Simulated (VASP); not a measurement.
Yb:

```
CELL_PARAMETERS angstrom
-2.15148 2.15148 2.15148
2.15148 -2.15148 2.15148
2.15148 2.15148 -2.15148
ATOMIC_POSITIONS crystal
Yb 0.00000 0.00000 0.00000
```

Base run:

```yaml
Program: VASP 6.6.1
Functional: PBEsol
Potentials_or_basis: VASP PAW PBE potentials, release 64 (Yb)
Cutoff: 520 eV
k_mesh: 9 × 9 × 9
Occupations: fermi-dirac, width 0.05 eV
Spin: collinear spin, ferromagnetic start
Starting_moments: "[1.0] μB"
```

Its results: band gap on the k mesh zero (filled and empty bands overlap); pressure -4.1 GPa; net moment 0.00 μB per cell.

Q: The run is repeated on the same cell with these changes: k mesh from 9 × 9 × 9 to 5 × 5 × 5. What comes out?

A: Band gap on the k mesh zero (filled and empty bands overlap); pressure -2.8 GPa; net moment 0.00 μB per cell.

Caveats: some runs use coarse meshes; the PAW data sets were made with another functional, which shifts forces and pressure a little; spin-orbit coupling is left out, which moves the levels of the heavy elements.
